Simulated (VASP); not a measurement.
# NiO (Fm-3m) in VASP: notebook

NiO is run at these levels: PBE+U; tasks: single point.

Everything below comes from runs of VASP 6.6.1. Logs are shortened: lines on timing, memory, paths and dates and some standing lists are left out, and cuts for length are marked.

## Step 1: The cell of the first run

Symmetry: Fm-3m, No. 225, cubic system. The conventional cell has a = 4.268 Å, b = 4.268 Å, c = 4.268 Å, α = 90.00°, β = 90.00°, γ = 90.00°. Ni (site symmetry m-3m) has 6 O at 2.13 Å within 2.8 Å. O (site symmetry m-3m) has 6 Ni at 2.13 Å within 2.8 Å.

## Step 2: Single point, PBE+U, collinear spin, antiferromagnetic start

Input file INCAR:

```
SYSTEM = NiO
PREC = Accurate
ENCUT = 520
EDIFF = 1E-6
ISMEAR = 0
SIGMA = 0.05
LREAL = .False.
LASPH = .True.
NELM = 150
ALGO = Normal
ISIF = 2
LWAVE = .False.
LCHARG = .False.
ISPIN = 2
MAGMOM = 2 -2 0 0
LORBIT = 11
LMAXMIX = 4
LDAU = .True.
LDAUTYPE = 2
LDAUL = 2 -1
LDAUU = 6.2 0
LDAUJ = 0 0
LDAUPRINT = 1
GGA = PE
NBANDS = 28
```

Input file KPOINTS:

```
Automatic mesh
0
Gamma
  5 5 3
  0 0 0
```

Input file POSCAR:

```
NiO
1.0
    0.0000000000      2.1337896542     -2.1337896542
    0.0000000000      2.1337896542      2.1337896542
    4.2675793084      0.0000000000      0.0000000000
Ni O
2 2
Direct
    0.0000000000      0.0000000000      0.0000000000
    0.5000000000      0.5000000000      0.5000000000
    0.0000000000      1.0000000000      0.5000000000
    0.5000000000      1.5000000000      1.0000000000
```

Potentials or basis: VASP PAW PBE potentials, release 64 (Ni, O).

Command:

```console
$ cat potpaw_PBE.64/Ni/POTCAR potpaw_PBE.64/O/POTCAR > POTCAR
$ mpirun -np 1 vasp_std > vasp.out
```

OUTCAR:

```text
SYSTEM = NiO
   PREC = Accurate
   ENCUT = 520
   EDIFF = 1E-6
   ISMEAR = 0
   LREAL = .False.
   LASPH = .True.
   NELM = 150
   ISIF = 2
   ISPIN = 2
   LORBIT = 11
   GGA = PE

 ion  position               nearest neighbor table
   1  0.000  0.000  0.000-   3 2.13   4 2.13   3 2.13   4 2.13   4 2.13   4 2.13   2 3.02   2 3.02
                             2 3.02   2 3.02   2 3.02   2 3.02   2 3.02   2 3.02
   2  0.500  0.500  0.500-   3 2.13   4 2.13   4 2.13   3 2.13   3 2.13   3 2.13   1 3.02   1 3.02
                             1 3.02   1 3.02   1 3.02   1 3.02   1 3.02   1 3.02
   3  0.000  0.000  0.500-   1 2.13   2 2.13   1 2.13   2 2.13   2 2.13   2 2.13
   4  0.500  0.500  0.000-   1 2.13   2 2.13   2 2.13   1 2.13   1 2.13   1 2.13

  LATTYP: Found a simple tetragonal cell.
 ALAT       =     3.0176342682
 C/A-ratio  =     1.4142135624

  Lattice vectors:

 A1 = (   0.0000000000,   2.1337896542,  -2.1337896542)
 A2 = (   0.0000000000,   2.1337896542,   2.1337896542)
 A3 = (   4.2675793084,   0.0000000000,   0.0000000000)

Analysis of symmetry for initial positions (statically):
=====================================================================
 Subroutine PRICEL returns following result:

  LATTYP: Found a face centered cubic cell.
 ALAT       =     4.2675793084
[... 12 lines left out ...]
 Subroutine GETGRP returns: Found 16 space group operations
 (whereof 16 operations were pure point group operations)
 out of a pool of 16 trial point group operations.

The static configuration has the point symmetry D_4h.

Analysis of symmetry for dynamics (positions and initial velocities):
=====================================================================
 Subroutine PRICEL returns following result:

  LATTYP: Found a face centered cubic cell.
 ALAT       =     4.2675793084
[... 12 lines left out ...]
 Subroutine GETGRP returns: Found 16 space group operations
 (whereof 16 operations were pure point group operations)
 out of a pool of 16 trial point group operations.

The dynamic configuration has the point symmetry D_4h.

Analysis of structural, dynamic, and magnetic symmetry:
=====================================================================
 Subroutine PRICEL returns following result:

  LATTYP: Found a face centered cubic cell.
 ALAT       =     4.2675793084
[... 12 lines left out ...]
 Subroutine GETGRP returns: Found 16 space group operations
 (whereof 16 operations were pure point group operations)
 out of a pool of 16 trial point group operations.

The overall configuration has the point symmetry D_4h.

 Subroutine INISYM returns: Found 16 space group operations
 (whereof 16 operations are pure point group operations),
 and found     2 'primitive' translations

----------------------------------------------------------------------------------------

                                     Primitive cell

  volume of cell :      19.4305

  direct lattice vectors                    reciprocal lattice vectors
    -2.133789654 -2.133789654  0.000000000    -0.234324878 -0.234324878  0.234324878
    -2.133789654  0.000000000 -2.133789654    -0.234324878  0.234324878 -0.234324878
    -0.000000000 -2.133789654 -2.133789654     0.234324878 -0.234324878 -0.234324878

  length of vectors
     3.017634268  3.017634268  3.017634268     0.405862594  0.405862594  0.405862594

  position of ions in fractional coordinates (direct lattice)
     0.000000000  0.000000000  0.000000000
     0.500000000  0.500000000  0.500000000

  ion indices of the primitive-cell ions
   primitive index   ion index
                 1           1
                 2           3

----------------------------------------------------------------------------------------

 KPOINTS: Automatic mesh

Automatic generation of k-mesh.
 Grid dimensions read from file:
 generate k-points for:    5    5    3

 Generating k-lattice:

  Cartesian coordinates                     Fractional coordinates (reciprocal lattice)
     0.000000000  0.046864976 -0.046864976     0.200000000  0.000000000  0.000000000
     0.000000000  0.046864976  0.046864976     0.000000000  0.200000000  0.000000000
     0.078108293  0.000000000  0.000000000     0.000000000  0.000000000  0.333333333

  Length of vectors
     0.066277084  0.066277084  0.078108293

  Shift w.r.t. Gamma in fractional coordinates (k-lattice)
     0.000000000  0.000000000  0.000000000

 Subroutine IBZKPT returns following result:
 ===========================================
[... 73 lines left out ...]
  volume of cell :       38.86
 maximum number of plane-waves:      1056
 NGX is ok and might be reduce to    24
   NGX = 11   NGY = 11   NGZ = 15

 number of electron      31.9999984 magnetization      -0.0000000

atom =   1  type =  1  l = 2

 onsite density matrix

spin component  1

  0.9822 -0.0000  0.0000  0.0000 -0.0000
 -0.0000  0.9820 -0.0000 -0.0000  0.0000
  0.0000 -0.0000  1.0282 -0.0000  0.0000
  0.0000 -0.0000 -0.0000  0.9822 -0.0000
 -0.0000  0.0000  0.0000 -0.0000  1.0282

spin component  2

  0.9804 -0.0000 -0.0000  0.0000 -0.0000
 -0.0000  0.9804  0.0000 -0.0000 -0.0000
 -0.0000  0.0000  0.1251  0.0000  0.0011
  0.0000 -0.0000  0.0000  0.9804  0.0000
 -0.0000 -0.0000  0.0011  0.0000  0.1238

 occupancies and eigenvectors

  o =  0.1231  v =  0.0000  0.0000  0.0000  0.0000  0.0000  0.0000  0.0000  0.5000  0.0000 -0.8660      0.0000  0.0000  0.0000  0.0000  0.0000  0.0000  0.0000  0.0000  0.0000  0.0000
  o =  0.1258  v =  0.0000  0.0000  0.0000  0.0000  0.0000  0.0000  0.0000 -0.8660  0.0000 -0.5000      0.0000  0.0000  0.0000  0.0000  0.0000  0.0000  0.0000  0.0000  0.0000  0.0000
  o =  0.9804  v =  0.0000  0.0000  0.0000  0.0000  0.0000  0.0000 -0.0000 -0.0000  1.0000  0.0000      0.0000  0.0000  0.0000  0.0000  0.0000  0.0000  0.0000  0.0000  0.0000  0.0000
  o =  0.9804  v =  0.0000  0.0000  0.0000  0.0000  0.0000  1.0000  0.0000  0.0000  0.0000  0.0000      0.0000  0.0000  0.0000  0.0000  0.0000  0.0000  0.0000  0.0000  0.0000  0.0000
  o =  0.9804  v =  0.0000  0.0000  0.0000  0.0000  0.0000  0.0000  1.0000  0.0000  0.0000  0.0000      0.0000  0.0000  0.0000  0.0000  0.0000  0.0000  0.0000  0.0000  0.0000  0.0000
  o =  0.9820  v =  0.0000  1.0000  0.0000  0.0000 -0.0000  0.0000  0.0000  0.0000  0.0000  0.0000      0.0000  0.0000  0.0000  0.0000  0.0000  0.0000  0.0000  0.0000  0.0000  0.0000
  o =  0.9822  v =  1.0000  0.0000  0.0000  0.0000  0.0000  0.0000  0.0000  0.0000  0.0000  0.0000      0.0000  0.0000  0.0000  0.0000  0.0000  0.0000  0.0000  0.0000  0.0000  0.0000
  o =  0.9822  v =  0.0000  0.0000 -0.0000 -1.0000 -0.0000  0.0000  0.0000  0.0000  0.0000  0.0000      0.0000  0.0000  0.0000  0.0000  0.0000  0.0000  0.0000  0.0000  0.0000  0.0000
  o =  1.0281  v =  0.0000 -0.0000  0.5000  0.0000 -0.8660  0.0000  0.0000  0.0000  0.0000  0.0000      0.0000  0.0000  0.0000  0.0000  0.0000  0.0000  0.0000  0.0000  0.0000  0.0000
  o =  1.0282  v =  0.0000 -0.0000 -0.8660  0.0000 -0.5000  0.0000  0.0000  0.0000  0.0000  0.0000      0.0000  0.0000  0.0000  0.0000  0.0000  0.0000  0.0000  0.0000  0.0000  0.0000

atom =   2  type =  1  l = 2

 onsite density matrix

spin component  1

  0.9804  0.0000 -0.0000  0.0000 -0.0000
  0.0000  0.9804 -0.0000  0.0000 -0.0000
 -0.0000 -0.0000  0.1251  0.0000  0.0011
  0.0000  0.0000  0.0000  0.9804  0.0000
 -0.0000 -0.0000  0.0011  0.0000  0.1238

spin component  2

  0.9822 -0.0000  0.0000  0.0000 -0.0000
 -0.0000  0.9820  0.0000 -0.0000  0.0000
  0.0000  0.0000  1.0282 -0.0000  0.0000
  0.0000 -0.0000 -0.0000  0.9822 -0.0000
 -0.0000  0.0000  0.0000 -0.0000  1.0282

 occupancies and eigenvectors

  o =  0.1231  v =  0.0000 -0.0000  0.5000  0.0000 -0.8660  0.0000  0.0000  0.0000  0.0000  0.0000      0.0000  0.0000  0.0000  0.0000  0.0000  0.0000  0.0000  0.0000  0.0000  0.0000
  o =  0.1258  v =  0.0000  0.0000 -0.8660  0.0000 -0.5000  0.0000  0.0000  0.0000  0.0000  0.0000      0.0000  0.0000  0.0000  0.0000  0.0000  0.0000  0.0000  0.0000  0.0000  0.0000
  o =  0.9804  v =  0.0000 -0.0000 -0.0000 -1.0000 -0.0000  0.0000  0.0000  0.0000  0.0000  0.0000      0.0000  0.0000  0.0000  0.0000  0.0000  0.0000  0.0000  0.0000  0.0000  0.0000
  o =  0.9804  v =  1.0000  0.0000  0.0000  0.0000  0.0000  0.0000  0.0000  0.0000  0.0000  0.0000      0.0000  0.0000  0.0000  0.0000  0.0000  0.0000  0.0000  0.0000  0.0000  0.0000
  o =  0.9804  v =  0.0000  1.0000  0.0000 -0.0000 -0.0000  0.0000  0.0000  0.0000  0.0000  0.0000      0.0000  0.0000  0.0000  0.0000  0.0000  0.0000  0.0000  0.0000  0.0000  0.0000
  o =  0.9820  v =  0.0000  0.0000  0.0000  0.0000  0.0000  0.0000  1.0000 -0.0000 -0.0000  0.0000      0.0000  0.0000  0.0000  0.0000  0.0000  0.0000  0.0000  0.0000  0.0000  0.0000
  o =  0.9822  v =  0.0000  0.0000  0.0000  0.0000  0.0000  1.0000  0.0000  0.0000  0.0000  0.0000      0.0000  0.0000  0.0000  0.0000  0.0000  0.0000  0.0000  0.0000  0.0000  0.0000
  o =  0.9822  v =  0.0000  0.0000  0.0000  0.0000  0.0000  0.0000 -0.0000 -0.0000 -1.0000  0.0000      0.0000  0.0000  0.0000  0.0000  0.0000  0.0000  0.0000  0.0000  0.0000  0.0000
  o =  1.0281  v =  0.0000  0.0000  0.0000  0.0000  0.0000  0.0000  0.0000  0.5000 -0.0000 -0.8660      0.0000  0.0000  0.0000  0.0000  0.0000  0.0000  0.0000  0.0000  0.0000  0.0000
  o =  1.0282  v =  0.0000  0.0000  0.0000  0.0000  0.0000  0.0000 -0.0000 -0.8660  0.0000 -0.5000      0.0000  0.0000  0.0000  0.0000  0.0000  0.0000  0.0000  0.0000  0.0000  0.0000

 number of electron      31.9999984 magnetization       0.0000000

 Free energy of the ion-electron system (eV)
  ---------------------------------------------------
  ext. energy  EPLUGINS =         0.00000000
  ---------------------------------------------------
  free energy    TOTEN  =       -20.26402940 eV

  energy without entropy =      -20.26402940  energy(sigma->0) =      -20.26402940

 E-fermi :   6.1456     XC(G=0): -12.2730

 val. band max:        5.8402964767   @ k =   0.4000   0.0000   0.3333
 cond. band min:       8.4581570055   @ k =   0.0000   0.0000   0.0000
 fundamental gap:      2.6178605288
 Fermi energy:         6.1455871648

 spin component 1

 k-point     1 :       0.0000    0.0000    0.0000
  band No.  band energies     occupation
      1     -12.2065      1.00000
      2     -10.9293      1.00000
      3      -0.0337      1.00000
      4       0.2806      1.00000
      5       0.6070      1.00000
      6       1.0433      1.00000
[... 361 lines left out ...]
     27      24.8795      0.00000
     28      25.2392      0.00000
 Fermi energy:         6.1455871648

 spin component 2

 k-point     1 :       0.0000    0.0000    0.0000
  band No.  band energies     occupation
      1     -12.2065      1.00000
      2     -10.9293      1.00000
      3      -0.0337      1.00000
      4       0.2806      1.00000
      5       0.6070      1.00000
      6       1.0433      1.00000
[... 361 lines left out ...]
     27      24.8795      0.00000
     28      25.2392      0.00000

------------------------ aborting loop because EDIFF is reached ----------------------------------------

  FORCE on cell =-STRESS in cart. coord.  units (eV):
  Direction    XX          YY          ZZ          XY          YZ          ZX
  --------------------------------------------------------------------------------------
  -------------------------------------------------------------------------------------
  Total       -1.9424564     -1.9563138     -1.9563138      0.0000000      0.0000000      0.0000000
  in kB      -80.0842411    -80.6555582    -80.6555582      0.0000000      0.0000000      0.0000000
  external PRESSURE =     -80.4651192 kB  Pullay stress =       0.0000000 kB

 VOLUME and BASIS-vectors are now :
 -----------------------------------------------------------------------------
  energy-cutoff  :      520.00
  volume of cell :       38.86
      direct lattice vectors                 reciprocal lattice vectors
     0.000000000  2.133789654 -2.133789654     0.000000000  0.234324878 -0.234324878
     0.000000000  2.133789654  2.133789654     0.000000000  0.234324878  0.234324878
     4.267579308  0.000000000  0.000000000     0.234324878  0.000000000  0.000000000

 POSITION                                       TOTAL-FORCE (eV/Angst)
 -----------------------------------------------------------------------------------
      0.00000      0.00000      0.00000        -0.000000      0.000000      0.000000
      2.13379      2.13379      0.00000        -0.000000      0.000000      0.000000
      2.13379      0.00000      0.00000        -0.000000     -0.000000     -0.000000
      0.00000      2.13379      0.00000         0.000000     -0.000000     -0.000000
 -----------------------------------------------------------------------------------
    total drift:                               -0.000000     -0.000000     -0.000000

  FREE ENERGIE OF THE ION-ELECTRON SYSTEM (eV)
  ---------------------------------------------------
  free  energy   TOTEN  =       -20.2640294010 eV

  energy  without entropy=      -20.2640294010  energy(sigma->0) =      -20.26402940

 total charge

# of ion       s       p       d       tot
------------------------------------------
    1        0.326   0.380   8.168   8.874
    2        0.326   0.380   8.168   8.874
    3        1.548   3.450   0.000   4.998
    4        1.548   3.450   0.000   4.998
--------------------------------------------------
tot          3.749   7.660  16.336  27.745

 magnetization (x)

# of ion       s       p       d       tot
------------------------------------------
    1        0.015   0.015   1.810   1.840
    2       -0.015  -0.015  -1.810  -1.840
    3       -0.005  -0.051   0.000  -0.056
    4        0.005   0.051   0.000   0.056
--------------------------------------------------
tot          0.000   0.000   0.000   0.000
```

Run time: 12 s. Hardware: 1 thread of Intel Xeon 6975P-C (Granite Rapids), shared host; peak memory 0.16 GiB.

What came out:

```yaml
Free_energy: -20.2640 eV
Pressure: -8.0 GPa
Band_gap_on_the_k_mesh: 2.62 eV
Net_moment: 0.00 μB per cell
Site_moments: Ni +1.84, -1.84; O -0.06, +0.06 μB
Valence_electrons_inside_the_program's_atomic_spheres: Ni 8.87; O 5.00
```

Eigenvalues of the final occupation matrices:
| site | spin | trace | eigenvalues |
| --- | --- | --- | --- |
| site 1 d | 1 | 5.00 | 0.98 0.98 0.98 1.03 1.03 |
| site 1 d | 2 | 3.19 | 0.12 0.13 0.98 0.98 0.98 |
| site 2 d | 1 | 3.19 | 0.12 0.13 0.98 0.98 0.98 |
| site 2 d | 2 | 5.00 | 0.98 0.98 0.98 1.03 1.03 |

Caveat: the k points lie up to 0.49 Å⁻¹ apart. A k mesh can miss the band edges.

(Continued in part 2 of 2.)
